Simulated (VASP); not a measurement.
# Co3Si4Ni (R3) in VASP: single point with PBE

Aim: the single point of Co3Si4Ni with PBE.

All numbers are computed with VASP 6.6.1; they aren't measurements. Logs are shortened: lines on timing, memory, paths and dates and some standing lists are left out, and cuts for length are marked.

**1. The cell of the first run**

Symmetry: R3, No. 146, trigonal system. The conventional cell has a = 6.279 Å, b = 6.279 Å, c = 7.728 Å, α = 90.00°, β = 90.00°, γ = 120.00°. Co (site symmetry 1) has 7 Si at 2.32 to 2.44 Å and 2 Ni at 2.71 to 2.74 Å and 4 Co at 2.73 to 2.76 Å within 3.1 Å. Within 3.1 Å of Si (site symmetry 1) lie 5 Co at 2.32 to 2.44 Å and 2 Ni at 2.35 to 2.44 Å and 6 Si at 2.72 to 2.77 Å. Within 3.1 Å of Si (site symmetry 3) lie 6 Co at 2.36 to 2.43 Å and 1 Ni at 2.36 Å and 6 Si at 2.72 to 2.77 Å. Within 3.1 Å of Ni (site symmetry 3) lie 7 Si at 2.35 to 2.44 Å and 6 Co at 2.71 to 2.74 Å.

**2. Single point, PBE**

File INCAR:

```
PREC = Accurate ; ENCUT = 520
EDIFF = 1E-6 ; ISMEAR = 0
SIGMA = 0.1 ; LREAL = F
LASPH = T ; NELM = 60
ALGO = Normal ; ISIF = 2
LWAVE = F ; LCHARG = T
GGA = PE ; LELF = T
LVHAR = T ; NBANDS = 36
```

File KPOINTS:

```
Automatic mesh
0
Gamma
  12 12 12
```

File POSCAR:

```
Co3Si4Ni
1.0
    3.1394941025      1.8125877819      2.5759770883
   -3.1394941025      1.8125877819      2.5759770883
    0.0000000000     -3.6251755138      2.5759771235
Co Si Ni
3 4 1
Direct
    0.6437600000      0.1495380000      0.8555230000
    0.8555230000      0.6437600000      0.1495380000
    0.1495380000      0.8555230000      0.6437600000
    0.3445620000      0.8425560000      0.1524000000
    0.6587210000      0.6587210000      0.6587210000
    0.1524000000      0.3445620000      0.8425560000
    0.8425560000      0.1524000000      0.3445620000
    0.3529390000      0.3529390000      0.3529390000
```

Potentials or basis: VASP PAW PBE potentials, release 64 (Co, Si, Ni).

On the command line:

```sh
$ cat potpaw_PBE.64/Co/POTCAR potpaw_PBE.64/Si/POTCAR potpaw_PBE.64/Ni/POTCAR > POTCAR
$ mpirun -np 1 vasp_std > vasp.out
```

OUTCAR:

```text
PREC = Accurate
   ENCUT = 520
   EDIFF = 1E-6
   ISMEAR = 0
   LREAL = F
   LASPH = T
   NELM = 60
   ISIF = 2
   GGA = PE

 ion  position               nearest neighbor table
   1  0.644  0.150  0.856-   4 2.32   6 2.35   7 2.35   5 2.36   6 2.43   5 2.43   7 2.44   8 2.71
                             2 2.73   3 2.73   8 2.74   3 2.76   2 2.76
   2  0.856  0.644  0.150-   6 2.32   7 2.35   4 2.35   5 2.36   7 2.43   5 2.43   4 2.44   8 2.71
                             1 2.73   3 2.73   8 2.74   1 2.76   3 2.76
   3  0.150  0.856  0.644-   7 2.32   4 2.35   6 2.35   5 2.36   4 2.43   5 2.43   6 2.44   8 2.71
                             1 2.73   2 2.73   8 2.74   1 2.76   2 2.76
   4  0.345  0.843  0.152-   1 2.32   3 2.35   2 2.35   8 2.35   3 2.43   2 2.44   8 2.44   5 2.72
                             6 2.75   7 2.75   7 2.75   6 2.75   5 2.77
   5  0.659  0.659  0.659-   1 2.36   3 2.36   2 2.36   8 2.36   3 2.43   1 2.43   2 2.43   6 2.72
                             4 2.72   7 2.72   7 2.77   4 2.77   6 2.77
   6  0.152  0.345  0.843-   2 2.32   1 2.35   3 2.35   8 2.35   1 2.43   3 2.44   8 2.44   5 2.72
                             4 2.75   7 2.75   4 2.75   7 2.75   5 2.77
   7  0.843  0.152  0.345-   3 2.32   2 2.35   1 2.35   8 2.35   2 2.43   1 2.44   8 2.44   5 2.72
                             4 2.75   6 2.75   4 2.75   6 2.75   5 2.77
   8  0.353  0.353  0.353-   7 2.35   4 2.35   6 2.35   5 2.36   4 2.44   7 2.44   6 2.44   2 2.71
                             1 2.71   3 2.71   3 2.74   1 2.74   2 2.74

  LATTYP: Found a trigonal (rhomboedric) cell.
 ALAT       =     4.4471963804
 COS(alpha) =     0.0032718506

  Lattice vectors:

 A1 = (   3.1394941025,   1.8125877819,   2.5759770883)
 A2 = (  -3.1394941025,   1.8125877819,   2.5759770883)
 A3 = (   0.0000000000,  -3.6251755138,   2.5759771235)

Analysis of symmetry for initial positions (statically):
=====================================================================
 Subroutine PRICEL returns:
 Original cell was already a primitive cell.

 Routine SETGRP: Setting up the symmetry group for a
 trigonal (rhombohedral) supercell.

 Subroutine GETGRP returns: Found  3 space group operations
 (whereof  3 operations were pure point group operations)
 out of a pool of 12 trial point group operations.

The static configuration has the point symmetry C_3 .

Analysis of symmetry for dynamics (positions and initial velocities):
=====================================================================
 Subroutine PRICEL returns:
 Original cell was already a primitive cell.

 Routine SETGRP: Setting up the symmetry group for a
 trigonal (rhombohedral) supercell.

 Subroutine GETGRP returns: Found  3 space group operations
 (whereof  3 operations were pure point group operations)
 out of a pool of 12 trial point group operations.

The dynamic configuration has the point symmetry C_3 .

 Subroutine INISYM returns: Found  3 space group operations
 (whereof  3 operations are pure point group operations),
 and found     1 'primitive' translations

----------------------------------------------------------------------------------------

                                     Primitive cell

  volume of cell :      87.9533

  direct lattice vectors                    reciprocal lattice vectors
     3.139494103  1.812587782  2.575977088     0.159261328  0.091949571  0.129400736
    -3.139494103  1.812587782  2.575977088    -0.159261328  0.091949571  0.129400736
     0.000000000 -3.625175514  2.575977123     0.000000000 -0.183899140  0.129400737

  length of vectors
     4.447196380  4.447196380  4.447196380     0.224863169  0.224863169  0.224863169

  position of ions in fractional coordinates (direct lattice)
     0.643760000  0.149538000  0.855523000
     0.855523000  0.643760000  0.149538000
     0.149538000  0.855523000  0.643760000
     0.344562000  0.842556000  0.152400000
     0.658721000  0.658721000  0.658721000
     0.152400000  0.344562000  0.842556000
     0.842556000  0.152400000  0.344562000
     0.352939000  0.352939000  0.352939000

  ion indices of the primitive-cell ions
   primitive index   ion index
                 1           1
                 2           2
                 3           3
                 4           4
                 5           5
                 6           6
                 7           7
                 8           8

----------------------------------------------------------------------------------------

 KPOINTS: Automatic mesh

Automatic generation of k-mesh.
 Grid dimensions read from file:
 generate k-points for:   12   12   12

 Generating k-lattice:

  Cartesian coordinates                     Fractional coordinates (reciprocal lattice)
     0.013271777  0.007662464  0.010783395     0.083333333  0.000000000 -0.000000000
    -0.013271777  0.007662464  0.010783395     0.000000000  0.083333333 -0.000000000
     0.000000000 -0.015324928  0.010783395     0.000000000  0.000000000  0.083333333

  Length of vectors
     0.018738597  0.018738597  0.018738597

  Shift w.r.t. Gamma in fractional coordinates (k-lattice)
     0.000000000  0.000000000  0.000000000

 Subroutine IBZKPT returns following result:
 ===========================================

 Found    294 irreducible k-points:

 Following reciprocal coordinates:
            Coordinates               Weight
  0.000000  0.000000  0.000000      1.000000
  0.083333  0.000000  0.000000      6.000000
  0.166667  0.000000  0.000000      6.000000
  0.250000 -0.000000  0.000000      6.000000
  0.333333 -0.000000  0.000000      6.000000
  0.416667 -0.000000 -0.000000      6.000000
[... 16 lines left out ...]
 -0.250000  0.083333  0.000000      6.000000
  0.250000 -0.000000 -0.083333      6.000000
 [... further k-points ...]
   k-points           NKPTS =    294   k-points in BZ     NKDIM =    294   number of bands    NBANDS=     36
   number of dos      NEDOS =    301   number of ions     NIONS =      8
   total plane-waves  NPLWV =  46656
   dimension x,y,z NGX =    36 NGY =   36 NGZ =   36
   dimension x,y,z NGXF=    72 NGYF=   72 NGZF=   72
   ions per type =               3   4   1
   NGX,Y,Z   is equivalent  to a cutoff of  13.46, 13.46, 13.46 a.u.
   NGXF,Y,Z  is equivalent  to a cutoff of  26.92, 26.92, 26.92 a.u.
 SYSTEM =  unknown system
   PREC   = accura    normal or accurate (medium, high low for compatibility)
   ISTART =      0    job   : 0-new  1-cont  2-samecut
   ICHARG =      2    charge: 1-file 2-atom 10-const
   ISPIN  =      1    spin polarized calculation?
   LNONCOLLINEAR =      F non collinear calculations
   LSORBIT =      F    spin-orbit coupling
   LASPH  =      T    aspherical Exc in radial PAW
   ENCUT  =  520.0 eV  38.22 Ry    6.18 a.u.   8.27  8.27  8.27*2*pi/ulx,y,z
   NELM   =     60;   NELMIN=  2; NELMDL= -5     # of ELM steps
   EDIFF  = 0.1E-05   stopping-criterion for ELM
   LREAL  =      F    real-space projection
   EDIFFG = 0.1E-04   stopping-criterion for IOM
   NSW    =      0    number of steps for IOM
   IBRION =     -1    ionic relax: 0-MD 1-quasi-New 2-CG
   NFREE  =      0    steps in history (QN), initial steepest desc. (CG)
   ISIF   =      2    stress and relaxation
   ISYM   =      2    0-nonsym 1-usesym 2-fastsym
   POTIM  = 0.5000    time-step for ionic-motion
   TEBEG  =    0.0;   TEEND  =   0.0 temperature during run
   PSTRESS=    0.0 pullay stress
   NELECT =      53.0000    total number of electrons
   NUPDOWN=      -1.0000    fix difference up-down
   EMIN   =  10.00;   EMAX   =-10.00  energy-range for DOS
   EFERMI =   0.00;   METHOD = LEGACY
   ISMEAR =     0;   SIGMA  =   0.10  broadening in eV -4-tet -1-fermi 0-gaus
   EFERMI_NEDOS =   21; number of points for ismear=-14 and -15
   IALGO  =     38    algorithm
   IMIX   =      4    mixing-type and parameters
     AMIX     =   0.40;   BMIX     =  1.00
     AMIX_MAG =   1.60;   BMIX_MAG =  1.00
  volume/ion in A,a.u.               =      10.99        74.19
  Fermi-wavevector in a.u.,A,eV,Ry     =   1.382768  2.613054 26.015001  1.912049
  Thomas-Fermi vector in A             =   2.507429
   LORBIT       =      0    0 simple, 1 ext, 2 COOP (PROOUT), +10 PAW based schemes
   GGA     = PE    functional components
   LHFCALC =     F    Hartree Fock is set to
   AEXX    =    0.0000 exact exchange contribution
   IVDW    =     0    specifies the selected vdW correction
   LEPSILON=     F    determine dielectric tensor
   LRPA    =     F    only Hartree local field effects (RPA)
 non-spin polarized calculation
 Gauss-broadening in eV      SIGMA  =   0.10
  energy-cutoff  :      520.00
  volume of cell :       87.95
 maximum number of plane-waves:      2394
 NGX is ok and might be reduce to    36
   NGX = 17   NGY = 17   NGZ = 17

 number of electron      53.0000017 magnetization

 Free energy of the ion-electron system (eV)
  ---------------------------------------------------
  ext. energy  EPLUGINS =         0.00000000
  ---------------------------------------------------
  free energy    TOTEN  =       -52.87827896 eV

  energy without entropy =      -52.86115312  energy(sigma->0) =      -52.86971604

 E-fermi :  12.2910     XC(G=0): -12.7972

 val. band max:       12.2881760057   @ k =  -0.3333   0.2500   0.2500
 cond. band min:      12.2938864920   @ k =  -0.1667   0.1667   0.0833
 fundamental gap:      0.0057104863
 Fermi energy:        12.2910141054

 k-point     1 :       0.0000    0.0000    0.0000
  band No.  band energies     occupation
      1      -1.7398      2.00000
      2       3.7282      2.00000
      3       3.7282      2.00000
      4       3.7503      2.00000
      5       6.3486      2.00000
      6       6.4089      2.00000
[... 28 lines left out ...]
     35      15.3765      0.00000
     36      16.5724      0.00000

 k-point     2 :       0.0833    0.0000    0.0000
  band No.  band energies     occupation
      1      -1.6885      2.00000
      2       3.2346      2.00000
      3       3.7689      2.00000
      4       4.1303      2.00000
      5       6.0757      2.00000
      6       6.4207      2.00000
[... 850 lines left out ...]
 k-point    24 :       0.2500   -0.0000   -0.0833
  band No.  band energies     occupation
      1      -1.2305      2.00000
      2       1.9852      2.00000
      3       3.7899      2.00000
      4       4.8292      2.00000
      5       5.8023      2.00000
      6       6.5108      2.00000
[... 28 lines left out ...]
     35      16.6669      0.00000
     36      16.9762      0.00000

 [... further k-points ...]

------------------------ aborting loop because EDIFF is reached ----------------------------------------

  FORCE on cell =-STRESS in cart. coord.  units (eV):
  Direction    XX          YY          ZZ          XY          YZ          ZX
  --------------------------------------------------------------------------------------
  -------------------------------------------------------------------------------------
  Total       -0.0449530     -0.0449530     -0.0456702      0.0000001     -0.0000000      0.0000000
  in kB       -0.8188743     -0.8188743     -0.8319394      0.0000011     -0.0000000      0.0000000
  external PRESSURE =      -0.8232293 kB  Pullay stress =       0.0000000 kB

 VOLUME and BASIS-vectors are now :
 -----------------------------------------------------------------------------
  energy-cutoff  :      520.00
  volume of cell :       87.95
      direct lattice vectors                 reciprocal lattice vectors
     3.139494103  1.812587782  2.575977088     0.159261328  0.091949571  0.129400736
    -3.139494103  1.812587782  2.575977088    -0.159261328  0.091949571  0.129400736
     0.000000000 -3.625175514  2.575977123     0.000000000 -0.183899140  0.129400737

 POSITION                                       TOTAL-FORCE (eV/Angst)
 -----------------------------------------------------------------------------------
      1.55161     -1.66350      4.24733         0.000342      0.001978      0.000169
      0.66483      2.17548      4.24733        -0.001884     -0.000692      0.000169
     -2.21644     -0.51198      4.24733         0.001542     -0.001285      0.000169
     -1.56345      1.59928      3.45057        -0.000627      0.003832     -0.002858
      0.00000      0.00000      5.09055         0.000000      0.000000      0.003420
     -0.60329     -2.15363      3.45057        -0.003005     -0.002459     -0.002858
      2.16674      0.55435      3.45057         0.003632     -0.001373     -0.002858
      0.00000      0.00000      2.72749         0.000000      0.000000      0.004648
 -----------------------------------------------------------------------------------
    total drift:                                0.000000     -0.000002      0.000126

  FREE ENERGIE OF THE ION-ELECTRON SYSTEM (eV)
  ---------------------------------------------------
  free  energy   TOTEN  =       -52.8782789615 eV

  energy  without entropy=      -52.8611531194  energy(sigma->0) =      -52.86971604
```

Run time: 23 min. Hardware: 1 thread of Intel Xeon 8259CL, shared host; peak memory 0.84 GiB.

What came out:

* Free energy: -52.8783 eV
* Pressure: -0.1 GPa
* Largest force: 0.005 eV/Å
* Band gap on the k mesh: zero (an odd number of electrons rules out a gap without spin polarisation)

Forces on the atoms (eV/Å):
```
Co   0.000  0.002  0.000
Co  -0.002 -0.001  0.000
Co   0.002 -0.001  0.000
Si  -0.001  0.004 -0.003
Si   0.000  0.000  0.003
Si  -0.003 -0.002 -0.003
Si   0.004 -0.001 -0.003
Ni   0.000  0.000  0.005
```

Levels at points of the mesh, in eV from the Fermi level:
| k point | band 24 | band 25 | band 26 | band 27 | band 28 | band 29 |
| --- | --- | --- | --- | --- | --- | --- |
| (0.00, 0.00, 0.00) | -1.20 | -0.64 | -0.64 | -0.44 | 1.74 | 1.96 |
| (0.50, 0.00, 0.00) | -1.19 | -1.04 | -0.99 | 0.38 | 0.47 | 0.90 |
| (0.50, 0.50, 0.00) | -1.37 | -0.63 | -0.57 | -0.14 | 0.18 | 1.30 |
| (0.50, 0.50, 0.50) | -1.58 | -0.92 | -0.92 | -0.63 | -0.55 | 4.81 |

Caveat: an odd number of electrons without spin polarisation forces a metal; a magnetic or distorted state may lie lower. Spin polarisation is off, so any magnetic state and its effect on volume and gap are missing.
